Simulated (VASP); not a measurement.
# Ta4N3 (I4/mmm) in VASP: notebook, part 2 of 2

VASP 6.6.1. Earlier steps stand in the parts before.

## (4) Single point, PBEsol (11.24 Å³/atom)

This run uses another cell than the first one, of 11.24 Å³/atom.

INCAR

```
ALGO = Fast
EDIFF = 1E-7
ENCUT = 520
GGA = PS
ISIF = 2
ISMEAR = 0
LASPH = True
LCHARG = False
LREAL = False
LWAVE = False
NBANDS = 38
NELM = 80
PREC = Accurate
SIGMA = 0.1
```

KPOINTS

```
k-points
0
Gamma
  12 12 12
```

POSCAR

```
Ta4N3
1.0
   -2.1564415957      2.1564415957      4.2299984675
    2.1564415957     -2.1564415957      4.2299984675
    2.1564415957      2.1564415957     -4.2299984675
Ta N
4 3
Direct
    0.0000000000      0.5000000000      0.5000000000
    0.2611583415      0.2611583415      0.0000000000
    0.5000000000      0.0000000000      0.5000000000
    0.7388416585      0.7388416585      0.0000000000
    0.7500000000      0.2500000000      0.5000000000
    0.0000000000      0.0000000000      0.0000000000
    0.2500000000      0.7500000000      0.5000000000
```

Potentials or basis: VASP PAW PBE potentials, release 64 (Ta_pv, N).

Run with:

```bash
> cat potpaw_PBE.64/Ta_pv/POTCAR potpaw_PBE.64/N/POTCAR > POTCAR
> mpirun -np 1 vasp_std > vasp.out
```

OUTCAR:

```text
EDIFF = 1E-7
   ENCUT = 520
   GGA = PS
   ISIF = 2
   ISMEAR = 0
   LASPH = True
   LREAL = False
   NELM = 80
   PREC = Accurate

 ion  position               nearest neighbor table
   1  0.000  0.500  0.500-   5 2.11   7 2.11   6 2.16   6 2.16   4 2.96   4 2.96   2 2.96   2 2.96
                             3 3.05   3 3.05   3 3.05   3 3.05   2 3.09   4 3.09   2 3.09   4 3.09
   2  0.261  0.261  0.000-   5 2.16   7 2.16   7 2.16   5 2.16   6 2.21   1 2.96   3 2.96   3 2.96
                             1 2.96   4 3.06   4 3.06   4 3.06   4 3.06   3 3.09   3 3.09   1 3.09
   3  0.500  0.000  0.500-   5 2.11   7 2.11   6 2.16   6 2.16   4 2.96   4 2.96   2 2.96   2 2.96
[... 1201 lines left out ...]
  Total        5.7299456      5.7299456      5.7410405      0.0000000     -0.0000000      0.0000000
  in kB      116.6770597    116.6770597    116.9029831      0.0000000     -0.0000000      0.0000000
  external PRESSURE =     116.7523675 kB  Pullay stress =       0.0000000 kB

 VOLUME and BASIS-vectors are now :
 -----------------------------------------------------------------------------
  energy-cutoff  :      520.00
  volume of cell :       78.68
      direct lattice vectors                 reciprocal lattice vectors
    -2.156441596  2.156441596  4.229998467     0.000000000  0.231863456  0.118203353
     2.156441596 -2.156441596  4.229998467     0.231863456  0.000000000  0.118203353
     2.156441596  2.156441596 -4.229998467     0.231863456  0.231863456  0.000000000

 POSITION                                       TOTAL-FORCE (eV/Angst)
 -----------------------------------------------------------------------------------
      2.15644      0.00000      0.00000        -0.000000     -0.000000     -0.000000
      0.00000      0.00000      2.20940         0.000000      0.000000      0.034601
      0.00000      2.15644      0.00000        -0.000000     -0.000000     -0.000000
      0.00000      0.00000      6.25060        -0.000000     -0.000000     -0.034601
      0.00000      2.15644      2.11500        -0.000000     -0.000000     -0.000000
      0.00000      0.00000      0.00000        -0.000000     -0.000000     -0.000000
      2.15644      0.00000      2.11500        -0.000000     -0.000000      0.000000
 -----------------------------------------------------------------------------------
    total drift:                               -0.000000     -0.000000      0.000000

  FREE ENERGIE OF THE ION-ELECTRON SYSTEM (eV)
  ---------------------------------------------------
  free  energy   TOTEN  =       -83.5441315066 eV

  energy  without entropy=      -83.5327467715  energy(sigma->0) =      -83.53843914
```

OSZICAR:

```text
N       E                     dE             d eps       ncg     rms          rms(c)
DAV:   1     0.578329122221E+03    0.57833E+03   -0.32298E+04 12388   0.165E+03
DAV:   2    -0.515583292414E+02   -0.62989E+03   -0.61155E+03 13608   0.490E+02
DAV:   3    -0.913393431310E+02   -0.39781E+02   -0.38929E+02 15480   0.113E+02
DAV:   4    -0.921832544705E+02   -0.84391E+00   -0.83709E+00 15584   0.160E+01
DAV:   5    -0.921958425063E+02   -0.12588E-01   -0.12571E-01 15356   0.176E+00    0.489E+01
RMM:   6    -0.836522955743E+02    0.85435E+01   -0.33217E+01 15552   0.231E+01    0.234E+01
RMM:   7    -0.836096050509E+02    0.42691E-01   -0.59737E+00 16205   0.111E+01    0.991E+00
RMM:   8    -0.835348207853E+02    0.74784E-01   -0.75015E-01 15769   0.389E+00    0.107E+00
RMM:   9    -0.835442629395E+02   -0.94422E-02   -0.21791E-01 17557   0.173E+00    0.522E-01
RMM:  10    -0.835439417843E+02    0.32116E-03   -0.24630E-02 16892   0.726E-01    0.262E-01
RMM:  11    -0.835441278836E+02   -0.18610E-03   -0.47721E-03 16347   0.340E-01    0.942E-02
RMM:  12    -0.835441211699E+02    0.67137E-05   -0.14422E-03 16611   0.184E-01    0.488E-02
RMM:  13    -0.835441271052E+02   -0.59353E-05   -0.22681E-04 16671   0.818E-02    0.134E-02
RMM:  14    -0.835441310101E+02   -0.39049E-05   -0.55859E-05 16491   0.381E-02    0.647E-03
RMM:  15    -0.835441314149E+02   -0.40476E-06   -0.96276E-06 16726   0.165E-02    0.252E-03
RMM:  16    -0.835441314191E+02   -0.42091E-08   -0.27628E-06 16439   0.740E-03    0.133E-03
RMM:  17    -0.835441315066E+02   -0.87565E-07   -0.59136E-07 12282   0.357E-03
   1 F= -.83544132E+02 E0= -.83538439E+02  d E =-.113847E-01
```

Wall time 23 min (1 thread of Oxide Virtual Turin-like, shared host); peak memory 0.47 GiB.

Results:

```yaml
Free_energy: -83.5441 eV
Pressure: 11.7 GPa
Largest_force: 0.035 eV/Å
Band_gap_on_the_k_mesh: zero (an odd number of electrons rules out a gap without spin polarisation)
```

Forces in eV/Å, atoms in the order of the input:
```
Ta   0.000  0.000  0.000
Ta   0.000  0.000  0.035
Ta   0.000  0.000  0.000
Ta   0.000  0.000 -0.035
N    0.000  0.000  0.000
N    0.000  0.000  0.000
N    0.000  0.000  0.000
```

Levels at points of the mesh, in eV from the Fermi level:
```tsv
k point	band 26	band 27	band 28	band 29	band 30	band 31	band 32	band 33	band 34	band 35
(0.00, 0.00, 0.00)	-3.85	-1.30	-1.30	-0.99	-0.63	-0.63	0.94	1.01	1.01	1.33
(0.50, 0.00, 0.00)	-2.88	-1.62	-1.31	-0.46	-0.07	0.68	1.19	1.41	2.63	2.81
(0.50, 0.50, 0.00)	-2.07	-1.61	-1.59	1.32	1.41	1.45	2.44	2.52	2.84	2.94
(0.50, 0.50, 0.50)	-4.01	-4.01	-3.90	-2.94	0.95	0.95	1.60	2.59	2.96	2.96
```

Caveat: the cell stands under pressure; the PAW data sets were made with another functional, which shifts forces and pressure a little; spin-orbit coupling is left out, which moves the levels of the heavy elements; an odd number of electrons without spin polarisation forces a metal; a magnetic or distorted state may lie lower.

## (5) Single point, PBEsol

This run uses another cell than the first one, of 11.59 Å³/atom.

INCAR

```
PREC     = Accurate       # precision mode
ENCUT    = 520            # plane-wave cutoff, eV
EDIFF    = 1E-6           # SCF threshold, eV
ISMEAR   = 0              # smearing method
SIGMA    = 0.1            # smearing width, eV
LREAL    = False          # projectors in reciprocal space
LASPH    = True           # aspherical terms in the spheres
NELM     = 100            # most SCF steps
ALGO     = Fast           # electronic algorithm
ISIF     = 2              # what is computed and relaxed
LWAVE    = False          # write WAVECAR
LCHARG   = True           # write CHGCAR
GGA      = PS             # functional
LELF     = True           # ELF
LVHAR    = True         
NBANDS   = 38             # bands
```

KPOINTS

```
regular mesh
0
Gamma
  12 12 12
```

POSCAR

```
Ta4N3
1.0
   -2.1785721947      2.1785721947      4.2726760247
    2.1785721947     -2.1785721947      4.2726760247
    2.1785721947      2.1785721947     -4.2726760247
Ta N
4 3
Direct
    0.0000000000      0.5000000000      0.5000000000
    0.2607537427      0.2607537427      0.0000000000
    0.5000000000      0.0000000000      0.5000000000
    0.7392462573      0.7392462573      0.0000000000
    0.7500000000      0.2500000000      0.5000000000
    0.0000000000      0.0000000000      0.0000000000
    0.2500000000      0.7500000000      0.5000000000
```

Potentials or basis: VASP PAW PBE potentials, release 64 (Ta_pv, N).

Run with:

```bash
> cat potpaw_PBE.64/Ta_pv/POTCAR potpaw_PBE.64/N/POTCAR > POTCAR
> mpirun -np 1 vasp_std > vasp.out
```

OUTCAR:

```text
PREC = Accurate
   ENCUT = 520
   EDIFF = 1E-6
   ISMEAR = 0
   LREAL = False
   LASPH = True
   NELM = 100
   ISIF = 2
   GGA = PS

 ion  position               nearest neighbor table
   1  0.000  0.500  0.500-   5 2.14   7 2.14   6 2.18   6 2.18   4 2.99   4 2.99   2 2.99   2 2.99
                             3 3.08   3 3.08   3 3.08   3 3.08   2 3.12   4 3.12   2 3.12   4 3.12
   2  0.261  0.261  0.000-   5 2.18   7 2.18   7 2.18   5 2.18   6 2.23   1 2.99   3 2.99   3 2.99
                             1 2.99   4 3.09   4 3.09   4 3.09   4 3.09   1 3.12   3 3.12   1 3.12
   3  0.500  0.000  0.500-   5 2.14   7 2.14   6 2.18   6 2.18   4 2.99   4 2.99   2 2.99   2 2.99
                             1 3.08   1 3.08   1 3.08   1 3.08   2 3.12   4 3.12   2 3.12   4 3.12
[... 1201 lines left out ...]
  in kB        6.9823185      6.9823185      7.8844492      0.0000000      0.0000000      0.0000000
  external PRESSURE =       7.2830287 kB  Pullay stress =       0.0000000 kB

 VOLUME and BASIS-vectors are now :
 -----------------------------------------------------------------------------
  energy-cutoff  :      520.00
  volume of cell :       81.12
      direct lattice vectors                 reciprocal lattice vectors
    -2.178572195  2.178572195  4.272676025     0.000000000  0.229508116  0.117022680
     2.178572195 -2.178572195  4.272676025     0.229508116  0.000000000  0.117022680
     2.178572195  2.178572195 -4.272676025     0.229508116  0.229508116  0.000000000

 POSITION                                       TOTAL-FORCE (eV/Angst)
 -----------------------------------------------------------------------------------
      2.17857      0.00000      0.00000        -0.000000     -0.000000      0.000000
      0.00000      0.00000      2.22823         0.000000      0.000000      0.032845
      0.00000      2.17857      0.00000        -0.000000     -0.000000      0.000000
      0.00000      0.00000      6.31712        -0.000000     -0.000000     -0.032845
      0.00000      2.17857      2.13634        -0.000000     -0.000000      0.000000
      0.00000      0.00000      0.00000        -0.000000     -0.000000      0.000000
      2.17857      0.00000      2.13634        -0.000000     -0.000000      0.000000
 -----------------------------------------------------------------------------------
    total drift:                                0.000000      0.000000     -0.000000

  FREE ENERGIE OF THE ION-ELECTRON SYSTEM (eV)
  ---------------------------------------------------
  free  energy   TOTEN  =       -83.6376155284 eV

  energy  without entropy=      -83.6258850598  energy(sigma->0) =      -83.63175029
```

OSZICAR:

```text
N       E                     dE             d eps       ncg     rms          rms(c)
DAV:   1     0.570470780806E+03    0.57047E+03   -0.32250E+04 12388   0.164E+03
DAV:   2    -0.522263294716E+02   -0.62270E+03   -0.60455E+03 13698   0.485E+02
DAV:   3    -0.914499863139E+02   -0.39224E+02   -0.38344E+02 15570   0.111E+02
DAV:   4    -0.923127647169E+02   -0.86278E+00   -0.85484E+00 15664   0.159E+01
DAV:   5    -0.923260941942E+02   -0.13329E-01   -0.13311E-01 15422   0.177E+00    0.460E+01
RMM:   6    -0.837591405302E+02    0.85670E+01   -0.34144E+01 15672   0.232E+01    0.218E+01
RMM:   7    -0.837017258956E+02    0.57415E-01   -0.59772E+00 16268   0.111E+01    0.951E+00
RMM:   8    -0.836280304212E+02    0.73695E-01   -0.80422E-01 15859   0.398E+00    0.108E+00
RMM:   9    -0.836375441535E+02   -0.95137E-02   -0.23154E-01 17523   0.177E+00    0.516E-01
RMM:  10    -0.836374322934E+02    0.11186E-03   -0.28054E-02 17100   0.750E-01    0.267E-01
RMM:  11    -0.836376149101E+02   -0.18262E-03   -0.53272E-03 16363   0.358E-01    0.986E-02
RMM:  12    -0.836376008943E+02    0.14016E-04   -0.15999E-03 16719   0.193E-01    0.497E-02
RMM:  13    -0.836376106979E+02   -0.98036E-05   -0.26209E-04 16720   0.852E-02    0.138E-02
RMM:  14    -0.836376147458E+02   -0.40479E-05   -0.62441E-05 16412   0.399E-02    0.608E-03
RMM:  15    -0.836376156212E+02   -0.87545E-06   -0.12093E-05 14220   0.174E-02    0.297E-03
RMM:  16    -0.836376155284E+02    0.92780E-07   -0.33462E-06 11143   0.801E-03
   1 F= -.83637616E+02 E0= -.83631750E+02  d E =-.117305E-01
```

stdout:

```text
POSCAR found type information on POSCAR TaN
 POSCAR found :  2 types and       7 ions
 scaLAPACK will be used
 -----------------------------------------------------------------------------
|                                                                             |
|                                                                             |
|     You enforced a specific xc type in the INCAR file but a different       |
|     I HOPE YOU KNOW WHAT YOU ARE DOING!                                     |
|                                                                             |
 -----------------------------------------------------------------------------

 LDA part: xc-table for (Slater+PW92), standard interpolation
 POSCAR, INCAR and KPOINTS ok, starting setup
 FFT: planning ... GRIDC
 FFT: planning ... GRID_SOFT
 FFT: planning ... GRID
 WAVECAR not read
 entering main loop
```

It took 22 min on 1 thread of Oxide Virtual Turin-like, shared host; peak memory 0.48 GiB.

What came out:

```
Free energy            : -83.6376 eV
Pressure               : 0.7 GPa
Largest force          : 0.033 eV/Å
Band gap on the k mesh : zero (an odd number of electrons rules out a gap without spin polarisation)
```

Forces in eV/Å, atoms in the order of the input:
```
Ta   0.000  0.000  0.000
Ta   0.000  0.000  0.033
Ta   0.000  0.000  0.000
Ta   0.000  0.000 -0.033
N    0.000  0.000  0.000
N    0.000  0.000  0.000
N    0.000  0.000  0.000
```

Levels at points of the mesh, in eV from the Fermi level:
| k point | band 28 | band 29 | band 30 | band 31 | band 32 | band 33 |
| --- | --- | --- | --- | --- | --- | --- |
| (0.00, 0.00, 0.00) | -1.24 | -0.95 | -0.61 | -0.61 | 0.90 | 0.99 |
| (0.50, 0.00, 0.00) | -1.27 | -0.46 | -0.07 | 0.66 | 1.15 | 1.36 |
| (0.50, 0.50, 0.00) | -1.55 | 1.27 | 1.37 | 1.40 | 2.34 | 2.41 |
| (0.50, 0.50, 0.50) | -3.75 | -2.81 | 0.90 | 0.90 | 1.53 | 2.48 |

Caveat: the PAW data sets were made with another functional, which shifts forces and pressure a little; spin-orbit coupling is left out, which moves the levels of the heavy elements; an odd number of electrons without spin polarisation forces a metal; a magnetic or distorted state may lie lower.

## (6) Summary

```csv
spin,cell,k mesh,gap on the mesh (eV),pressure (GPa),largest force (eV/Å)
collinear,"a = 5.319 Å, angles 131.1, 131.1, 71.7°, 7 atoms, atomic positions A",6 × 6 × 6,none,-9.2,0.19
off,"a = 5.160 Å, angles 131.1, 131.1, 71.6°, 7 atoms, atomic positions B",12 × 12 × 12,none,24.6,0.05
off,"a = 5.215 Å, angles 131.1, 131.1, 71.6°, 7 atoms, atomic positions C",12 × 12 × 12,none,11.7,0.03
off,"a = 5.268 Å, angles 131.1, 131.1, 71.6°, 7 atoms, atomic positions D",12 × 12 × 12,none,0.7,0.03
```

Alike in all rows: task single point; level PBEsol; potentials or basis VASP PAW PBE potentials, release 64 (Ta_pv, N); cutoff (eV) 520; smearing gaussian 0.1 eV.

Caveats: the PAW data sets were made with another functional, which shifts forces and pressure a little; spin-orbit coupling is left out, which moves the levels of the heavy elements; an odd number of electrons without spin polarisation forces a metal (at least some runs); a magnetic or distorted state may lie lower (at least some runs); the cell stands under pressure (at least some runs); the cell stands under tension (at least some runs).

Absolute energies hang on the potentials; compare differences alone.
